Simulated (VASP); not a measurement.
# BiB12 (Fm-3m) in VASP: further runs

The runs below take BiB12 through single point, relaxation of cell and atoms, with PBE.

Program: VASP 6.6.1. These are calculated values, not measurements. Logs are shortened: lines on timing, memory, paths and dates and some standing lists are left out, and cuts for length are marked.

## 1. The cell of the first run

It takes space group Fm-3m (No. 225, cubic). The conventional cell has a = 7.607 Å, b = 7.607 Å, c = 7.607 Å, α = 90.00°, β = 90.00°, γ = 90.00°. Within 2.3 Å of B (site symmetry mm2) lie 5 B at 1.74 to 1.82 Å. Bi (site symmetry m-3m) has 24 B at 2.83 Å within 3.7 Å.

## 2. Single point, PBE

Contents of INCAR:

```
  PREC = Accurate
  ENCUT = 520
  EDIFF = 1E-6
  ISMEAR = 0
  SIGMA = 0.1
  LREAL = F
  LASPH = T
  NELM = 100
  ALGO = Normal
  ISIF = 2
  LWAVE = F
  LCHARG = T
  GGA = PE
  LELF = T
  LVHAR = T
  NBANDS = 38
```

Contents of KPOINTS:

```
Automatic mesh
0
Gamma
  8 8 8
```

Contents of POSCAR:

```
BiB12
1.0
    0.0000000000      3.8034133494      3.8034133494
    3.8034133494      0.0000000000      3.8034133494
    3.8034133494      3.8034133494      0.0000000000
B Bi
12 1
Direct
    0.8377955888      0.1622044112      0.5000000000
    0.1622044112      0.8377955888      0.5000000000
    0.5000000000      0.8377955888      0.1622044112
    0.1622044112      0.5000000000      0.5000000000
    0.5000000000      0.5000000000      0.8377955888
    0.5000000000      0.5000000000      0.1622044112
    0.5000000000      0.8377955888      0.5000000000
    0.1622044112      0.5000000000      0.8377955888
    0.8377955888      0.5000000000      0.5000000000
    0.5000000000      0.1622044112      0.5000000000
    0.8377955888      0.5000000000      0.1622044112
    0.5000000000      0.1622044112      0.8377955888
    0.0000000000      0.0000000000      0.0000000000
```

Potentials or basis: VASP PAW PBE potentials, release 64 (B, Bi_d).

Run with:

```sh
cat potpaw_PBE.64/B/POTCAR potpaw_PBE.64/Bi_d/POTCAR > POTCAR
mpirun -np 1 vasp_std > vasp.out
```

OUTCAR:

```text
PREC = Accurate
   ENCUT = 520
   EDIFF = 1E-6
   ISMEAR = 0
   LREAL = F
   LASPH = T
   NELM = 100
   ISIF = 2
   GGA = PE

 ion  position               nearest neighbor table
   1  0.838  0.162  0.500-   2 1.74   9 1.82  10 1.82  11 1.82  12 1.82  13 2.83  13 2.83
   2  0.162  0.838  0.500-   1 1.74   3 1.82   4 1.82   7 1.82   8 1.82  13 2.83  13 2.83
   3  0.500  0.838  0.162-  12 1.74   6 1.82   7 1.82  11 1.82   2 1.82  13 2.83  13 2.83
   4  0.162  0.500  0.500-   9 1.74   6 1.82   8 1.82   2 1.82  10 1.82  13 2.83  13 2.83
   5  0.500  0.500  0.838-   6 1.74   7 1.82   8 1.82   9 1.82  12 1.82  13 2.83  13 2.83
   6  0.500  0.500  0.162-   5 1.74   4 1.82   3 1.82  10 1.82  11 1.82  13 2.83  13 2.83
   7  0.500  0.838  0.500-  10 1.74   3 1.82   5 1.82   9 1.82   2 1.82  13 2.83  13 2.83
   8  0.162  0.500  0.838-  11 1.74   4 1.82   5 1.82   2 1.82  12 1.82  13 2.83  13 2.83
   9  0.838  0.500  0.500-   4 1.74   1 1.82   5 1.82   7 1.82  11 1.82  13 2.83  13 2.83
  10  0.500  0.162  0.500-   7 1.74   4 1.82   6 1.82   1 1.82  12 1.82  13 2.83  13 2.83
  11  0.838  0.500  0.162-   8 1.74   3 1.82   6 1.82   1 1.82   9 1.82  13 2.83  13 2.83
  12  0.500  0.162  0.838-   3 1.74   1 1.82   5 1.82   8 1.82  10 1.82  13 2.83  13 2.83
  13  0.000  0.000  0.000-   1 2.83   2 2.83   3 2.83   8 2.83  11 2.83  12 2.83   1 2.83   2 2.83
                             4 2.83   7 2.83   9 2.83  10 2.83   4 2.83   5 2.83   6 2.83   8 2.83

  LATTYP: Found a face centered cubic cell.
 ALAT       =     7.6068266988

  Lattice vectors:

 A1 = (   0.0000000000,   3.8034133494,   3.8034133494)
 A2 = (   3.8034133494,   0.0000000000,   3.8034133494)
 A3 = (   3.8034133494,   3.8034133494,   0.0000000000)

Analysis of symmetry for initial positions (statically):
=====================================================================
 Subroutine PRICEL returns:
 Original cell was already a primitive cell.

 Routine SETGRP: Setting up the symmetry group for a
 face centered cubic supercell.

 Subroutine GETGRP returns: Found 48 space group operations
 (whereof 48 operations were pure point group operations)
 out of a pool of 48 trial point group operations.

The static configuration has the point symmetry O_h .

Analysis of symmetry for dynamics (positions and initial velocities):
=====================================================================
 Subroutine PRICEL returns:
 Original cell was already a primitive cell.

 Routine SETGRP: Setting up the symmetry group for a
 face centered cubic supercell.

 Subroutine GETGRP returns: Found 48 space group operations
 (whereof 48 operations were pure point group operations)
 out of a pool of 48 trial point group operations.

The dynamic configuration has the point symmetry O_h .

 Subroutine INISYM returns: Found 48 space group operations
 (whereof 48 operations are pure point group operations),
 and found     1 'primitive' translations

----------------------------------------------------------------------------------------

                                     Primitive cell

  volume of cell :     110.0400

  direct lattice vectors                    reciprocal lattice vectors
     0.000000000  3.803413349  3.803413349    -0.131460863  0.131460863  0.131460863
     3.803413349  0.000000000  3.803413349     0.131460863 -0.131460863  0.131460863
     3.803413349  3.803413349  0.000000000     0.131460863  0.131460863 -0.131460863

  length of vectors
     5.378838742  5.378838742  5.378838742     0.227696893  0.227696893  0.227696893

  position of ions in fractional coordinates (direct lattice)
     0.837795589  0.162204411  0.500000000
     0.162204411  0.837795589  0.500000000
     0.500000000  0.837795589  0.162204411
     0.162204411  0.500000000  0.500000000
     0.500000000  0.500000000  0.837795589
     0.500000000  0.500000000  0.162204411
     0.500000000  0.837795589  0.500000000
     0.162204411  0.500000000  0.837795589
     0.837795589  0.500000000  0.500000000
     0.500000000  0.162204411  0.500000000
     0.837795589  0.500000000  0.162204411
     0.500000000  0.162204411  0.837795589
     0.000000000  0.000000000  0.000000000

  ion indices of the primitive-cell ions
   primitive index   ion index
                 1           1
                 2           2
                 3           3
                 4           4
                 5           5
                 6           6
                 7           7
                 8           8
                 9           9
                10          10
                11          11
                12          12
                13          13

----------------------------------------------------------------------------------------

 KPOINTS: Automatic mesh

Automatic generation of k-mesh.
 Grid dimensions read from file:
 generate k-points for:    8    8    8

 Generating k-lattice:

  Cartesian coordinates                     Fractional coordinates (reciprocal lattice)
    -0.016432608  0.016432608  0.016432608     0.125000000  0.000000000  0.000000000
     0.016432608 -0.016432608  0.016432608     0.000000000  0.125000000  0.000000000
     0.016432608  0.016432608 -0.016432608     0.000000000  0.000000000  0.125000000

  Length of vectors
     0.028462112  0.028462112  0.028462112

  Shift w.r.t. Gamma in fractional coordinates (k-lattice)
     0.000000000  0.000000000  0.000000000

 Subroutine IBZKPT returns following result:
 ===========================================

 Found     29 irreducible k-points:

 Following reciprocal coordinates:
            Coordinates               Weight
  0.000000  0.000000  0.000000      1.000000
  0.125000  0.000000  0.000000      8.000000
  0.250000  0.000000  0.000000      8.000000
  0.375000  0.000000  0.000000      8.000000
  0.500000  0.000000  0.000000      4.000000
  0.125000  0.125000  0.000000      6.000000
[... 16 lines left out ...]
  0.500000  0.250000  0.125000     48.000000
 -0.375000  0.250000  0.125000     24.000000
 [... further k-points ...]
   k-points           NKPTS =     29   k-points in BZ     NKDIM =     29   number of bands    NBANDS=     38
   number of dos      NEDOS =    301   number of ions     NIONS =     13
   total plane-waves  NPLWV =  64000
   dimension x,y,z NGX =    40 NGY =   40 NGZ =   40
   dimension x,y,z NGXF=    80 NGYF=   80 NGZF=   80
   ions per type =              12   1
   NGX,Y,Z   is equivalent  to a cutoff of  12.36, 12.36, 12.36 a.u.
   NGXF,Y,Z  is equivalent  to a cutoff of  24.73, 24.73, 24.73 a.u.
 SYSTEM =  unknown system
   PREC   = accura    normal or accurate (medium, high low for compatibility)
   ISTART =      0    job   : 0-new  1-cont  2-samecut
   ICHARG =      2    charge: 1-file 2-atom 10-const
   ISPIN  =      1    spin polarized calculation?
   LNONCOLLINEAR =      F non collinear calculations
   LSORBIT =      F    spin-orbit coupling
   LASPH  =      T    aspherical Exc in radial PAW
   ENCUT  =  520.0 eV  38.22 Ry    6.18 a.u.  10.00 10.00 10.00*2*pi/ulx,y,z
   NELM   =    100;   NELMIN=  2; NELMDL= -5     # of ELM steps
   EDIFF  = 0.1E-05   stopping-criterion for ELM
   LREAL  =      F    real-space projection
   EDIFFG = 0.1E-04   stopping-criterion for IOM
   NSW    =      0    number of steps for IOM
   IBRION =     -1    ionic relax: 0-MD 1-quasi-New 2-CG
   NFREE  =      0    steps in history (QN), initial steepest desc. (CG)
   ISIF   =      2    stress and relaxation
   ISYM   =      2    0-nonsym 1-usesym 2-fastsym
   POTIM  = 0.5000    time-step for ionic-motion
   TEBEG  =    0.0;   TEEND  =   0.0 temperature during run
   PSTRESS=    0.0 pullay stress
   NELECT =      51.0000    total number of electrons
   NUPDOWN=      -1.0000    fix difference up-down
   EMIN   =  10.00;   EMAX   =-10.00  energy-range for DOS
   EFERMI =   0.00;   METHOD = LEGACY
   ISMEAR =     0;   SIGMA  =   0.10  broadening in eV -4-tet -1-fermi 0-gaus
   EFERMI_NEDOS =   21; number of points for ismear=-14 and -15
   IALGO  =     38    algorithm
   IMIX   =      4    mixing-type and parameters
     AMIX     =   0.40;   BMIX     =  1.00
     AMIX_MAG =   1.60;   BMIX_MAG =  1.00
  volume/ion in A,a.u.               =       8.46        57.12
  Fermi-wavevector in a.u.,A,eV,Ry     =   1.266917  2.394125 21.838408  1.605078
  Thomas-Fermi vector in A             =   2.400092
   LORBIT       =      0    0 simple, 1 ext, 2 COOP (PROOUT), +10 PAW based schemes
   GGA     = PE    functional components
   LHFCALC =     F    Hartree Fock is set to
   AEXX    =    0.0000 exact exchange contribution
   IVDW    =     0    specifies the selected vdW correction
   LEPSILON=     F    determine dielectric tensor
   LRPA    =     F    only Hartree local field effects (RPA)
 non-spin polarized calculation
 Gauss-broadening in eV      SIGMA  =   0.10
  energy-cutoff  :      520.00
  volume of cell :      110.04
 maximum number of plane-waves:      2996
   NGX = 21   NGY = 21   NGZ = 21

 number of electron      50.9999992 magnetization

 Free energy of the ion-electron system (eV)
  ---------------------------------------------------
  ext. energy  EPLUGINS =         0.00000000
  ---------------------------------------------------
  free energy    TOTEN  =       -80.66435829 eV

  energy without entropy =      -80.65229338  energy(sigma->0) =      -80.65832583

 E-fermi :   7.9259     XC(G=0): -11.7566

 val. band max:        7.8883425540   @ k =   0.5000   0.2500   0.0000
 cond. band min:       7.9492718093   @ k =   0.5000   0.0000   0.0000
 fundamental gap:      0.0609292553
 Fermi energy:         7.9259436001

 k-point     1 :       0.0000    0.0000    0.0000
  band No.  band energies     occupation
      1     -16.1853      2.00000
      2     -16.1853      2.00000
      3     -16.1702      2.00000
      4     -16.1702      2.00000
      5     -16.1702      2.00000
      6      -8.2102      2.00000
[... 29 lines left out ...]
     36      15.4442      0.00000
     37      15.4911      0.00000

 k-point     2 :       0.1250    0.0000    0.0000
  band No.  band energies     occupation
      1     -16.1853      2.00000
      2     -16.1853      2.00000
      3     -16.1701      2.00000
      4     -16.1699      2.00000
      5     -16.1699      2.00000
      6      -8.1120      2.00000
[... 29 lines left out ...]
     36      15.2160      0.00000
     37      15.2779      0.00000

 k-point     3 :       0.2500    0.0000    0.0000
  band No.  band energies     occupation
      1     -16.1853      2.00000
      2     -16.1853      2.00000
      3     -16.1699      2.00000
      4     -16.1691      2.00000
      5     -16.1691      2.00000
      6      -7.8190      2.00000
[... 29 lines left out ...]
     36      14.6279      0.00000
     37      14.9576      0.00000
[... 761 lines left out ...]
 k-point    23 :       0.5000    0.2500    0.1250
  band No.  band energies     occupation
      1     -16.1859      2.00000
      2     -16.1848      2.00000
      3     -16.1698      2.00000
      4     -16.1683      2.00000
      5     -16.1676      2.00000
      6      -7.1017      2.00000
[... 29 lines left out ...]
     36      13.6214      0.00000
     37      14.0995      0.00000

 k-point    24 :      -0.3750    0.2500    0.1250
  band No.  band energies     occupation
      1     -16.1858      2.00000
      2     -16.1849      2.00000
      3     -16.1692      2.00000
      4     -16.1685      2.00000
      5     -16.1673      2.00000
      6      -6.5654      2.00000
[... 29 lines left out ...]
     36      13.4201      0.00000
     37      14.0021      0.00000

 [... further k-points ...]

 [bands above 37 left out]

------------------------ aborting loop because EDIFF is reached ----------------------------------------

  FORCE on cell =-STRESS in cart. coord.  units (eV):
  Direction    XX          YY          ZZ          XY          YZ          ZX
  --------------------------------------------------------------------------------------
  -------------------------------------------------------------------------------------
  Total        0.0107298      0.0107298      0.0107298     -0.0000000      0.0000000      0.0000000
  in kB        0.1562260      0.1562260      0.1562260     -0.0000000      0.0000000      0.0000000
  external PRESSURE =       0.1562260 kB  Pullay stress =       0.0000000 kB

 VOLUME and BASIS-vectors are now :
 -----------------------------------------------------------------------------
  energy-cutoff  :      520.00
  volume of cell :      110.04
      direct lattice vectors                 reciprocal lattice vectors
     0.000000000  3.803413349  3.803413349    -0.131460863  0.131460863  0.131460863
     3.803413349  0.000000000  3.803413349     0.131460863 -0.131460863  0.131460863
     3.803413349  3.803413349  0.000000000     0.131460863  0.131460863 -0.131460863

 POSITION                                       TOTAL-FORCE (eV/Angst)
 -----------------------------------------------------------------------------------
      2.51864      5.08819      3.80341        -0.001254      0.001254      0.000000
      5.08819      2.51864      3.80341         0.001254     -0.001254      0.000000
      3.80341      2.51864      5.08819         0.000000     -0.001254      0.001254
      3.80341      2.51864      2.51864         0.000000     -0.001254     -0.001254
      5.08819      5.08819      3.80341         0.001254      0.001254      0.000000
      2.51864      2.51864      3.80341        -0.001254     -0.001254     -0.000000
      5.08819      3.80341      5.08819         0.001254      0.000000      0.001254
      5.08819      3.80341      2.51864         0.001254      0.000000     -0.001254
      3.80341      5.08819      5.08819         0.000000      0.001254      0.001254
      2.51864      3.80341      2.51864        -0.001254      0.000000     -0.001254
      2.51864      3.80341      5.08819        -0.001254      0.000000      0.001254
      3.80341      5.08819      2.51864         0.000000      0.001254     -0.001254
      0.00000      0.00000      0.00000         0.000000      0.000000     -0.000000
 -----------------------------------------------------------------------------------
    total drift:                                0.000000     -0.000000     -0.000000

  FREE ENERGIE OF THE ION-ELECTRON SYSTEM (eV)
  ---------------------------------------------------
  free  energy   TOTEN  =       -80.6643582873 eV

  energy  without entropy=      -80.6522933797  energy(sigma->0) =      -80.65832583
```

It took 2.8 min on 1 thread of Intel Xeon Platinum 8259CL at 2.50GHz (Skylake/Cascade Lake), shared host; peak memory 0.29 GiB.

What came out:

| Item | Value |
| --- | --- |
| Free energy | -80.6644 eV |
| Pressure | 0.0 GPa |

Caveat: spin-orbit coupling is left out, which moves the levels of the heavy elements.

[end of part 1 of 2]
